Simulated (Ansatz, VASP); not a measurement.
# One calculation of NaF, two programs

```xyz
2
Lattice="0.0000 2.4010 2.4010 2.4010 0.0000 2.4010 2.4010 2.4010 0.0000" Properties=species:S:1:pos:R:3 pbc="T T T"
Na    0.0000    0.0000    0.0000
F     2.4010    2.4010    2.4010
```

Change from the starting cell: hydrostatic strain +4.5%.

Alike in both runs: task single point; functional HSE06; k mesh 6 × 6 × 6; no spin polarisation.

```csv
,VASP,Ansatz
version,VASP 6.6.1,Ansatz 0.2.0
potentials or method,"VASP PAW PBE potentials, release 64 (Na_pv, F)","plane waves, PAW"
plane-wave cutoff (eV),520,420
occupations,"gaussian, width 0.01 eV",fixed
valence electrons in the cell,14,16
```

```csv
,VASP,Ansatz,Ansatz less VASP
gap on the k mesh at the Fermi level (eV),7.85,7.88,+0.026
pressure (GPa),-4.0,-4.0,-0.01
```

VASP's potentials hold 14 valence electrons a cell and Ansatz's 16, so a difference there can come from the potentials and not from the codes. Ansatz's warnings: stress exchange threshold loose, stress scf threshold loose.
